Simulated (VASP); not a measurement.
# BaMg6Ti in VASP: notebook, part 2 of 2

VASP 6.6.1. The steps go on from the part before.

## Step 3: Single point, PBE

This run uses another cell than the first one, of 27.10 Å³/atom.

File INCAR:

```
SYSTEM = BaMg6Ti
PREC = Accurate ; ENCUT = 520
EDIFF = 1E-7 ; ISMEAR = -1
SIGMA = 0.05 ; LREAL = .False.
LASPH = .True. ; NELM = 100
ALGO = Normal ; ISIF = 2
LWAVE = .False. ; LCHARG = .True.
GGA = PE ; LELF = .True.
LVHAR = .True. ; NBANDS = 27
```

File KPOINTS:

```
Automatic mesh
0
Gamma
  5 5 5
  0 0 0
```

File POSCAR:

```
BaMg6Ti
1.0
    6.8142353323      0.0000000000      0.0000000000
   -3.4071176661      5.9013009051      0.0000000000
    0.0000000000      0.0000000000      5.3915066432
Ba Ti Mg
1 1 6
Direct
    0.0000000000      0.0000000000      0.0000000000
    0.6666666667      0.3333333333      0.5000000000
    0.5140310000      0.4859690000      0.0000000000
    0.9719380000      0.4859690000      0.0000000000
    0.5140310000      0.0280620000      0.0000000000
    0.1770245000      0.8229755000      0.5000000000
    0.6459510000      0.8229755000      0.5000000000
    0.1770245000      0.3540490000      0.5000000000
```

Potentials or basis: VASP PAW PBE potentials, release 64 (Ba_sv, Ti_sv, Mg).

Command:

```sh
cat potpaw_PBE.64/Ba_sv/POTCAR potpaw_PBE.64/Ti_sv/POTCAR potpaw_PBE.64/Mg/POTCAR > POTCAR
mpirun -np 1 vasp_std > vasp.out
```

OUTCAR:

```text
SYSTEM = BaMg6Ti
   PREC = Accurate
   ENCUT = 520
   EDIFF = 1E-7
   ISMEAR = -1
   LREAL = .False.
   LASPH = .True.
   NELM = 100
   ISIF = 2
   GGA = PE

 ion  position               nearest neighbor table
   1  0.000  0.000  0.000-   8 3.41   8 3.41   6 3.41   6 3.41   7 3.41   7 3.41   4 3.41   4 3.41
                             3 3.41   3 3.41   5 3.41   5 3.41
   2  0.667  0.333  0.500-   5 3.24   5 3.24   4 3.24   4 3.24   3 3.24   3 3.24
   3  0.514  0.486  0.000-   5 3.12   4 3.12   2 3.24   2 3.24   7 3.36   7 3.36   8 3.36   8 3.36
                             1 3.41   1 3.41
   4  0.972  0.486  0.000-   5 3.12   3 3.12   2 3.24   2 3.24   6 3.36   6 3.36   8 3.36   8 3.36
                             1 3.41   1 3.41
   5  0.514  0.028  0.000-   3 3.12   4 3.12   2 3.24   2 3.24   7 3.36   7 3.36   6 3.36   6 3.36
                             1 3.41   1 3.41
   6  0.177  0.823  0.500-   8 3.20   7 3.20   4 3.36   4 3.36   5 3.36   5 3.36   1 3.41   1 3.41
                             8 3.62   7 3.62
   7  0.646  0.823  0.500-   8 3.20   6 3.20   3 3.36   3 3.36   5 3.36   5 3.36   1 3.41   1 3.41
                             8 3.62   6 3.62
   8  0.177  0.354  0.500-   6 3.20   7 3.20   4 3.36   4 3.36   3 3.36   3 3.36   1 3.41   1 3.41
                             6 3.62   7 3.62

  LATTYP: Found a hexagonal cell.
 ALAT       =     6.8142353323
 C/A-ratio  =     0.7912122755

  Lattice vectors:

 A1 = (   6.8142353323,   0.0000000000,   0.0000000000)
 A2 = (  -3.4071176661,   5.9013009051,   0.0000000000)
 A3 = (   0.0000000000,   0.0000000000,   5.3915066432)

Analysis of symmetry for initial positions (statically):
=====================================================================
 Subroutine PRICEL returns:
 Original cell was already a primitive cell.

 Routine SETGRP: Setting up the symmetry group for a
 hexagonal supercell.

 Subroutine GETGRP returns: Found 12 space group operations
 (whereof 12 operations were pure point group operations)
 out of a pool of 24 trial point group operations.

The static configuration has the point symmetry D_3h.

Analysis of symmetry for dynamics (positions and initial velocities):
[... 139 lines left out ...]
   LHFCALC =     F    Hartree Fock is set to
   AEXX    =    0.0000 exact exchange contribution
   IVDW    =     0    specifies the selected vdW correction
   LEPSILON=     F    determine dielectric tensor
   LRPA    =     F    only Hartree local field effects (RPA)
 non-spin polarized calculation
  energy-cutoff  :      520.00
  volume of cell :      216.81
 maximum number of plane-waves:      5882
 NGX is ok and might be reduce to    54
   NGX = 25   NGY = 25   NGZ = 21

 number of electron      34.0000002 magnetization

 Free energy of the ion-electron system (eV)
  ---------------------------------------------------
  ext. energy  EPLUGINS =         0.00000000
  ---------------------------------------------------
  free energy    TOTEN  =       -17.12736609 eV

  energy without entropy =      -17.05135994  energy(sigma->0) =      -17.08936302

 E-fermi :   2.5123     XC(G=0):  -8.5331

 val. band max:        2.5003475852   @ k =   0.2000   0.0000   0.0000
 cond. band min:       2.5126315995   @ k =   0.2000   0.2000   0.0000
 fundamental gap:      0.0122840143
 Fermi energy:         2.5122532065

 k-point     1 :       0.0000    0.0000    0.0000
  band No.  band energies     occupation
      1     -54.8748      2.00000
      2     -31.1415      2.00000
      3     -31.0971      2.00000
      4     -31.0971      2.00000
      5     -25.2724      2.00000
      6     -10.6892      2.00000
[... 439 lines left out ...]
     26       5.4293      0.00000
     27       5.4539      0.00000

------------------------ aborting loop because EDIFF is reached ----------------------------------------

  FORCE on cell =-STRESS in cart. coord.  units (eV):
  Direction    XX          YY          ZZ          XY          YZ          ZX
  --------------------------------------------------------------------------------------
  -------------------------------------------------------------------------------------
  Total       -2.1164258     -2.1164258     -3.4577147     -0.0000000     -0.0000000      0.0000000
  in kB      -15.6400662    -15.6400662    -25.5519889     -0.0000000     -0.0000000      0.0000000
  external PRESSURE =     -18.9440404 kB  Pullay stress =       0.0000000 kB

 VOLUME and BASIS-vectors are now :
 -----------------------------------------------------------------------------
  energy-cutoff  :      520.00
  volume of cell :      216.81
      direct lattice vectors                 reciprocal lattice vectors
     6.814235332  0.000000000  0.000000000     0.146751609  0.084727081  0.000000000
    -3.407117666  5.901300905  0.000000000     0.000000000  0.169454162  0.000000000
     0.000000000  0.000000000  5.391506643     0.000000000  0.000000000  0.185476911

 POSITION                                       TOTAL-FORCE (eV/Angst)
 -----------------------------------------------------------------------------------
      0.00000      0.00000      0.00000         0.000000      0.000000      0.000000
      3.40712      1.96710      2.69575         0.000000      0.000000      0.000000
      1.84697      2.86785      0.00000        -0.060714      0.035053      0.000000
      4.96726      2.86785      0.00000         0.060714      0.035053      0.000000
      3.40712      0.16560      0.00000        -0.000000     -0.070107      0.000000
     -1.59769      4.85663      2.69575         0.029699     -0.017147     -0.000000
      1.59769      4.85663      2.69575        -0.029699     -0.017147     -0.000000
      0.00000      2.08935      2.69575         0.000000      0.034294     -0.000000
 -----------------------------------------------------------------------------------
    total drift:                               -0.000001      0.000000      0.000000

  FREE ENERGIE OF THE ION-ELECTRON SYSTEM (eV)
  ---------------------------------------------------
  free  energy   TOTEN  =       -17.1273660923 eV

  energy  without entropy=      -17.0513599389  energy(sigma->0) =      -17.08936302
```

stdout:

```text
POSCAR found type information on POSCAR BaTiMg
 POSCAR found :  3 types and       8 ions
 scaLAPACK will be used
 LDA part: xc-table for (Slater+PW92), standard interpolation
 POSCAR, INCAR and KPOINTS ok, starting setup
 FFT: planning ... GRIDC
 FFT: planning ... GRID_SOFT
 FFT: planning ... GRID
 WAVECAR not read
 entering main loop
```

Run time: 3.3 min. Hardware: 1 thread of AMD EPYC 7R13, shared host; peak memory 0.36 GiB.

What came out:

```
Free energy            : -17.1274 eV
Pressure               : -1.9 GPa
Largest force          : 0.070 eV/Å
Band gap on the k mesh : zero (bands 17 and 18 overlap by 0.20 eV)
```

Forces on the atoms (eV/Å):
```
Ba   0.000  0.000  0.000
Ti   0.000  0.000  0.000
Mg  -0.061  0.035  0.000
Mg   0.061  0.035  0.000
Mg   0.000 -0.070  0.000
Mg   0.030 -0.017  0.000
Mg  -0.030 -0.017  0.000
Mg   0.000  0.034  0.000
```

Levels at points of the mesh, in eV from the Fermi level:
| k point | band 13 | band 14 | band 15 | band 16 | band 17 | band 18 | band 19 | band 20 | band 21 | band 22 |
| --- | --- | --- | --- | --- | --- | --- | --- | --- | --- | --- |
| (0.00, 0.00, 0.00) | -1.53 | -0.93 | -0.93 | -0.55 | 0.10 | 0.10 | 0.37 | 1.03 | 1.06 | 1.06 |

Caveat: spin-orbit coupling is left out, which moves the levels of the heavy elements.

## Step 4: Single point, PBE (atoms moved at random)

File INCAR:

```
  PREC = Accurate
  ENCUT = 520
  EDIFF = 1E-6
  ISMEAR = -1
  SIGMA = 0.05
  LREAL = F
  LASPH = T
  NELM = 60
  ALGO = Fast
  ISIF = 2
  LWAVE = F
  LCHARG = F
  GGA = PE
  NBANDS = 27
```

File KPOINTS:

```
Automatic mesh
0
Gamma
  5 5 5
```

File POSCAR:

```
BaMg6Ti
1.0
    6.6831597077      0.0000000000      0.0000000000
   -3.3415798538      5.7877860844      0.0000000000
    0.0000000000      0.0000000000      5.2877980000
Ba Ti Mg
1 1 6
Direct
   -0.0011090000     -0.0059120000      0.0016180000
    0.6742730000      0.3448210000      0.5002250000
    0.5147220000      0.4899160000      0.0049680000
    0.9735930000      0.4938800000      0.0066660000
    0.5056950000      0.0220020000     -0.0068140000
    0.1746600000      0.8212120000      0.4864370000
    0.6466240000      0.8249420000      0.4951430000
    0.1607450000      0.3443260000      0.5034900000
```

Command:

```sh
cat potpaw_PBE.64/Ba_sv/POTCAR potpaw_PBE.64/Ti_sv/POTCAR potpaw_PBE.64/Mg/POTCAR > POTCAR
mpirun -np 1 vasp_std > vasp.out
```

Wall time 25 min (1 thread of AMD EPYC 7R13, shared host); peak memory 0.54 GiB.

It converged, with:

```yaml
Free_energy: -17.1703 eV
Pressure: -0.2 GPa
Largest_force: 0.412 eV/Å
Band_gap_on_the_k_mesh: zero (bands 17 and 18 overlap by 0.16 eV)
```

Forces in eV/Å, atoms in the order of the input:
```
Ba  -0.216  0.286 -0.202
Ti  -0.091 -0.152 -0.002
Mg  -0.187 -0.034 -0.055
Mg   0.221 -0.205 -0.114
Mg   0.195  0.009 -0.001
Mg   0.049  0.002  0.266
Mg  -0.059 -0.065  0.103
Mg   0.088  0.160  0.005
```

Stress tensor (GPa, compression positive):
```
 0.14 -0.13  0.10
-0.13 -0.02 -0.14
 0.10 -0.14 -0.70
```

Levels at points of the mesh, in eV from the Fermi level:
```tsv
k point	band 15	band 16	band 17	band 18	band 19	band 20
(0.00, 0.00, 0.00)	-0.87	-0.54	0.08	0.11	0.44	1.12
```

Caveat: the cell differs from its parent crystal (atoms moved at random); spin-orbit coupling is left out, which moves the levels of the heavy elements.

## Step 5: The runs side by side

| cell | gap on the mesh (eV) | pressure (GPa) | largest force (eV/Å) |
| --- | --- | --- | --- |
| a = 6.771, b = 6.771, c = 5.357 Å, angles 90.0, 90.0, 120.0°, 8 atoms, atomic positions A | none | -1.4 | 0.09 |
| a = 6.814, b = 6.814, c = 5.392 Å, angles 90.0, 90.0, 120.0°, 8 atoms, atomic positions A | none | -1.9 | 0.07 |
| a = 6.683, b = 6.683, c = 5.288 Å, angles 90.0, 90.0, 120.0°, 8 atoms, atomic positions B | none | -0.2 | 0.41 |

Alike in all rows: task single point; level PBE; potentials or basis VASP PAW PBE potentials, release 64 (Ba_sv, Ti_sv, Mg); no spin polarisation; k mesh 5 × 5 × 5; cutoff (eV) 520; smearing fermi-dirac 0.05 eV.

Caveats: spin-orbit coupling is left out, which moves the levels of the heavy elements.

Total energies depend on the potentials used, so only differences within one code and one set of settings carry meaning.
